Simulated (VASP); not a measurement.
# AlP in VASP: single point with PBEsol

Aim: the single point of AlP with PBEsol.

All numbers are computed with VASP 6.6.1; they aren't measurements. Logs are shortened: lines on timing, memory, paths and dates and some standing lists are left out, and cuts for length are marked.

**1. The cell of the first run**

The cell holds a slab with vacuum, 16 atoms: a = 7.736 Å, b = 5.470 Å, c = 20.802 Å, α = 90.00°, β = 90.00°, γ = 90.00°.

**2. Single point, PBEsol**

INCAR

```
ALGO = Normal
DIPOL = 0.5 0.5 0.499
EDIFF = 1E-6
ENCUT = 520
GGA = PS
IDIPOL = 3
ISIF = 2
ISMEAR = 0
LASPH = True
LCHARG = False
LDIPOL = True
LREAL = Auto
LWAVE = False
NBANDS = 46
NELM = 100
PREC = Accurate
SIGMA = 0.05
```

KPOINTS

```
k-points
0
Gamma
  4 5 1
```

POSCAR

```
AlP
1.0
    7.7362367707      0.0000000000      0.0000000000
    0.0000000000      5.4703454814      0.0000000000
    0.0000000000      0.0000000000     20.8021775780
Al P
8 8
Direct
    0.2500000000      0.5000000000      0.3605391778
    0.7500000000      0.5000000000      0.3605391778
    0.5000000000      0.0000000000      0.4535130593
    0.0000000000      0.0000000000      0.4535130593
    0.7508273793      0.5004916031      0.5500615265
    0.2508415638      0.5004689318      0.5500825718
    0.0010883300     -0.0730854420      0.6176159904
    0.5011420045     -0.0728925852      0.6177034643
    0.5000000000      0.2500000000      0.3605391778
    0.0000000000      0.2500000000      0.3605391778
    0.7500000000      0.7500000000      0.4535130593
    0.2500000000      0.7500000000      0.4535130593
    0.0007893022      0.2532700229      0.5467834474
    0.5008856582      0.2533327933      0.5467812315
    0.2511111125      0.7223429049      0.6472428492
    0.7510863053      0.7222814011      0.6472802455
```

Potentials or basis: VASP PAW PBE potentials, release 64 (Al, P).

Run with:

```
cat potpaw_PBE.64/Al/POTCAR potpaw_PBE.64/P/POTCAR > POTCAR
mpirun -np 1 vasp_std > vasp.out
```

OUTCAR:

```text
EDIFF = 1E-6
   ENCUT = 520
   GGA = PS
   ISIF = 2
   ISMEAR = 0
   LASPH = True
   LREAL = Auto
   NELM = 100
   PREC = Accurate

 ion  position               nearest neighbor table
   1  0.250  0.500  0.361-   9 2.37  10 2.37  12 2.37
   2  0.750  0.500  0.361-   9 2.37  10 2.37  11 2.37
   3  0.500  0.000  0.454-  11 2.37  12 2.37   9 2.37  14 2.38
   4  0.000  0.000  0.454-  11 2.37  12 2.37  10 2.37  13 2.38
   5  0.751  0.500  0.550-  16 2.36  14 2.36  13 2.36  11 2.43   8 3.34   7 3.34
   6  0.251  0.500  0.550-  15 2.36  14 2.36  13 2.36  12 2.43   7 3.34   8 3.34
   7  0.001  0.927  0.618-  13 2.31  15 2.32  16 2.32   6 3.34   5 3.34
   8  0.501  0.927  0.618-  14 2.32  16 2.32  15 2.32   5 3.34   6 3.34
   9  0.500  0.250  0.361-   1 2.37   2 2.37   3 2.37
  10  0.000  0.250  0.361-   1 2.37   2 2.37   4 2.37
  11  0.750  0.750  0.454-   3 2.37   4 2.37   2 2.37   5 2.43
  12  0.250  0.750  0.454-   3 2.37   4 2.37   1 2.37   6 2.43
  13  0.001  0.253  0.547-   7 2.31   5 2.36   6 2.36   4 2.38
  14  0.501  0.253  0.547-   8 2.32   5 2.36   6 2.36   3 2.38
  15  0.251  0.722  0.647-   7 2.32   8 2.32   6 2.36
  16  0.751  0.722  0.647-   8 2.32   7 2.32   5 2.36

  LATTYP: Found a simple orthorhombic cell.
 ALAT       =     5.4703454814
 B/A-ratio  =     1.4142135624
 C/A-ratio  =     3.8027173327

  Lattice vectors:

 A1 = (   0.0000000000,  -5.4703454814,   0.0000000000)
 A2 = (   7.7362367707,   0.0000000000,   0.0000000000)
 A3 = (   0.0000000000,   0.0000000000,  20.8021775780)

Analysis of symmetry for initial positions (statically):
=====================================================================
 Subroutine PRICEL returns:
 Original cell was already a primitive cell.

 Routine SETGRP: Setting up the symmetry group for a
 simple orthorhombic supercell.

 Subroutine GETGRP returns: Found  1 space group operations
 (whereof  1 operations were pure point group operations)
 out of a pool of  8 trial point group operations.

The static configuration has the point symmetry C_1 .

Analysis of symmetry for dynamics (positions and initial velocities):
=====================================================================
 Subroutine PRICEL returns:
 Original cell was already a primitive cell.

 Routine SETGRP: Setting up the symmetry group for a
 simple orthorhombic supercell.

 Subroutine GETGRP returns: Found  1 space group operations
 (whereof  1 operations were pure point group operations)
 out of a pool of  8 trial point group operations.

The dynamic configuration has the point symmetry C_1 .

 Subroutine INISYM returns: Found  1 space group operations
 (whereof  1 operations are pure point group operations),
 and found     1 'primitive' translations

----------------------------------------------------------------------------------------

                                     Primitive cell

  volume of cell :     880.3458

  direct lattice vectors                    reciprocal lattice vectors
     7.736236771  0.000000000  0.000000000     0.129261814  0.000000000  0.000000000
     0.000000000  5.470345481  0.000000000     0.000000000  0.182803811  0.000000000
     0.000000000  0.000000000 20.802177578     0.000000000  0.000000000  0.048071890

  length of vectors
     7.736236771  5.470345481 20.802177578     0.129261814  0.182803811  0.048071890

  position of ions in fractional coordinates (direct lattice)
     0.250000000  0.500000000  0.360539178
     0.750000000  0.500000000  0.360539178
     0.500000000  0.000000000  0.453513059
     0.000000000  0.000000000  0.453513059
     0.750827379  0.500491603  0.550061527
     0.250841564  0.500468932  0.550082572
[... 8 lines left out ...]
     0.251111112  0.722342905  0.647242849
     0.751086305  0.722281401  0.647280245

  ion indices of the primitive-cell ions
   primitive index   ion index
                 1           1
                 2           2
                 3           3
                 4           4
                 5           5
                 6           6
[... 8 lines left out ...]
                15          15
                16          16

----------------------------------------------------------------------------------------

 KPOINTS: k-points

Automatic generation of k-mesh.
 Grid dimensions read from file:
 generate k-points for:    4    5    1

 Generating k-lattice:

  Cartesian coordinates                     Fractional coordinates (reciprocal lattice)
     0.032315454  0.000000000  0.000000000     0.250000000  0.000000000  0.000000000
     0.000000000  0.036560762  0.000000000     0.000000000  0.200000000  0.000000000
     0.000000000  0.000000000  0.048071890     0.000000000  0.000000000  1.000000000

  Length of vectors
     0.032315454  0.036560762  0.048071890

  Shift w.r.t. Gamma in fractional coordinates (k-lattice)
     0.000000000  0.000000000  0.000000000

 Subroutine IBZKPT returns following result:
 ===========================================

 Found     11 irreducible k-points:

 Following reciprocal coordinates:
            Coordinates               Weight
  0.000000  0.000000  0.000000      1.000000
  0.250000  0.000000  0.000000      2.000000
  0.500000  0.000000  0.000000      1.000000
  0.000000  0.200000  0.000000      2.000000
  0.250000  0.200000  0.000000      2.000000
 -0.250000  0.200000  0.000000      2.000000
  0.500000  0.200000  0.000000      2.000000
  0.000000  0.400000  0.000000      2.000000
  0.250000  0.400000  0.000000      2.000000
 -0.250000  0.400000  0.000000      2.000000
  0.500000  0.400000  0.000000      2.000000
   k-points           NKPTS =     11   k-points in BZ     NKDIM =     11   number of bands    NBANDS=     46
   number of dos      NEDOS =    301   number of ions     NIONS =     16
   total plane-waves  NPLWV = 403200
   dimension x,y,z NGX =    60 NGY =   42 NGZ =  160
   dimension x,y,z NGXF=   120 NGYF=   84 NGZF=  320
   ions per type =               8   8
   NGX,Y,Z   is equivalent  to a cutoff of  12.89, 12.76, 12.79 a.u.
   NGXF,Y,Z  is equivalent  to a cutoff of  25.79, 25.53, 25.57 a.u.
 SYSTEM =  unknown system
   PREC   = accura    normal or accurate (medium, high low for compatibility)
   ISTART =      0    job   : 0-new  1-cont  2-samecut
   ICHARG =      2    charge: 1-file 2-atom 10-const
   ISPIN  =      1    spin polarized calculation?
   LNONCOLLINEAR =      F non collinear calculations
   LSORBIT =      F    spin-orbit coupling
   LASPH  =      T    aspherical Exc in radial PAW
   ENCUT  =  520.0 eV  38.22 Ry    6.18 a.u.  14.38 10.17 38.68*2*pi/ulx,y,z
   NELM   =    100;   NELMIN=  2; NELMDL= -5     # of ELM steps
   EDIFF  = 0.1E-05   stopping-criterion for ELM
   LREAL  =      T    real-space projection
   EDIFFG = 0.1E-04   stopping-criterion for IOM
   NSW    =      0    number of steps for IOM
   IBRION =     -1    ionic relax: 0-MD 1-quasi-New 2-CG
   NFREE  =      0    steps in history (QN), initial steepest desc. (CG)
   ISIF   =      2    stress and relaxation
   ISYM   =      2    0-nonsym 1-usesym 2-fastsym
   POTIM  = 0.5000    time-step for ionic-motion
   TEBEG  =    0.0;   TEEND  =   0.0 temperature during run
   PSTRESS=    0.0 pullay stress
   NELECT =      64.0000    total number of electrons
   NUPDOWN=      -1.0000    fix difference up-down
   EMIN   =  10.00;   EMAX   =-10.00  energy-range for DOS
   EFERMI =   0.00;   METHOD = LEGACY
   ISMEAR =     0;   SIGMA  =   0.05  broadening in eV -4-tet -1-fermi 0-gaus
   EFERMI_NEDOS =   21; number of points for ismear=-14 and -15
   IALGO  =     38    algorithm
   IMIX   =      4    mixing-type and parameters
     AMIX     =   0.40;   BMIX     =  1.00
     AMIX_MAG =   1.60;   BMIX_MAG =  1.00
  volume/ion in A,a.u.               =      55.02       371.30
  Fermi-wavevector in a.u.,A,eV,Ry     =   0.683256  1.291167  6.351735  0.466839
  Thomas-Fermi vector in A             =   1.762567
   LORBIT       =      0    0 simple, 1 ext, 2 COOP (PROOUT), +10 PAW based schemes
   GGA     = PS    functional components
   LHFCALC =     F    Hartree Fock is set to
   AEXX    =    0.0000 exact exchange contribution
   IVDW    =     0    specifies the selected vdW correction
   LEPSILON=     F    determine dielectric tensor
   LRPA    =     F    only Hartree local field effects (RPA)
 non-spin polarized calculation
 Gauss-broadening in eV      SIGMA  =   0.05
  energy-cutoff  :      520.00
  volume of cell :      880.35
 maximum number of plane-waves:     23742
 NGX is ok and might be reduce to    60
   NGX = 29   NGY = 21   NGZ = 77

 number of electron      64.0000006 magnetization

 dipolmoment           0.000000      0.000000      0.112061 electrons x Angstroem

 Free energy of the ion-electron system (eV)
  ---------------------------------------------------
  ext. energy  EPLUGINS =         0.00000000
  ---------------------------------------------------
  free energy    TOTEN  =       -81.38447816 eV

  energy without entropy =      -81.38447816  energy(sigma->0) =      -81.38447816

 E-fermi :  -1.2727     XC(G=0):  -4.1784

 val. band max:       -1.5442610638   @ k =   0.5000   0.4000   0.0000
 cond. band min:      -0.4591023476   @ k =   0.0000   0.0000   0.0000
 fundamental gap:      1.0851587162
 Fermi energy:        -1.2727279052

 k-point     1 :       0.0000    0.0000    0.0000
  band No.  band energies     occupation
      1     -12.8610      2.00000
      2     -11.8425      2.00000
      3     -11.4431      2.00000
      4     -11.3396      2.00000
      5     -10.8989      2.00000
      6     -10.6284      2.00000
[... 36 lines left out ...]
     43       2.0055      0.00000
     44       2.5608      0.00000
[... 428 lines left out ...]
      3     -11.5008      2.00000
      4     -11.5001      2.00000
      5     -11.0711      2.00000
      6     -11.0705      2.00000
[... 36 lines left out ...]
     43       2.9791      0.00000
     44       2.9809      0.00000
 [bands above 44 left out]

------------------------ aborting loop because EDIFF is reached ----------------------------------------

 vacuum level on the upper side and lower side of the slab       (xc-potential included)         0.152        -0.273

  FORCE on cell =-STRESS in cart. coord.  units (eV):
  Direction    XX          YY          ZZ          XY          YZ          ZX
  --------------------------------------------------------------------------------------
  -------------------------------------------------------------------------------------
  Total       -4.7832007     -4.4393761     -1.3370546     -0.0028607      2.8089899     -0.0553116
  in kB       -8.7051423     -8.0794020     -2.4333604     -0.0052063      5.1121955     -0.1006638
  external PRESSURE =      -6.4059682 kB  Pullay stress =       0.0000000 kB

 VOLUME and BASIS-vectors are now :
 -----------------------------------------------------------------------------
  energy-cutoff  :      520.00
  volume of cell :      880.35
      direct lattice vectors                 reciprocal lattice vectors
     7.736236771  0.000000000  0.000000000     0.129261814  0.000000000  0.000000000
     0.000000000  5.470345481  0.000000000     0.000000000  0.182803811  0.000000000
     0.000000000  0.000000000 20.802177578     0.000000000  0.000000000  0.048071890

 POSITION                                       TOTAL-FORCE (eV/Angst)
 -----------------------------------------------------------------------------------
      1.93406      2.73517      7.50000         0.000515     -1.313883      1.506988
      5.80218      2.73517      7.50000         0.000783     -1.314232      1.506838
      3.86812      0.00000      9.43406         0.002395      0.419274     -0.088676
      0.00000      0.00000      9.43406         0.002536      0.418998     -0.090699
      5.80858      2.73786     11.44248         0.000705     -0.000725      0.005340
      1.94057      2.73774     11.44292         0.001226     -0.005684     -0.000833
[... 8 lines left out ...]
      1.94266      3.95147     13.46406        -0.005242      0.003788      0.008018
      5.81058      3.95113     13.46484        -0.001352      0.002398      0.002305
 -----------------------------------------------------------------------------------
    total drift:                                0.003695      0.003705      0.021423

  FREE ENERGIE OF THE ION-ELECTRON SYSTEM (eV)
  ---------------------------------------------------
  free  energy   TOTEN  =       -81.3844781578 eV

  energy  without entropy=      -81.3844781578  energy(sigma->0) =      -81.38447816

 vacuum level on the upper side and lower side of the slab         3.843         3.413
```

It took 22 min on 1 thread of Intel Xeon 8259CL, shared host; peak memory 0.9 GiB.

Results:

```yaml
Free_energy: -81.3845 eV
Largest_force: 1.999 eV/Å
Band_gap_on_the_k_mesh: 1.09 eV
```

Forces on the atoms (eV/Å):
```
Al   0.001 -1.314  1.507
Al   0.001 -1.314  1.507
Al   0.002  0.419 -0.089
Al   0.003  0.419 -0.091
Al   0.001 -0.001  0.005
Al   0.001 -0.006 -0.001
Al  -0.002 -0.010  0.002
Al  -0.001 -0.008 -0.007
P    0.000  0.583 -1.153
P    0.000  0.583 -1.153
P    0.005  0.312 -0.267
P    0.004  0.311 -0.266
P    0.000  0.013 -0.004
P   -0.008  0.005 -0.002
P   -0.005  0.004  0.008
P   -0.001  0.002  0.002
```

Levels at points of the mesh, in eV from the valence-band top:
| k point | band 30 | band 31 | band 32 | band 33 | band 34 | band 35 |
| --- | --- | --- | --- | --- | --- | --- |
| (0.00, 0.00, 0.00) | -0.14 | -0.14 | -0.13 | 1.09 | 1.13 | 1.32 |
| (0.50, 0.00, 0.00) | -0.79 | -0.21 | -0.21 | 1.46 | 1.46 | 2.18 |

Caveat: the PAW data sets were made with another functional, which shifts forces and pressure a little.
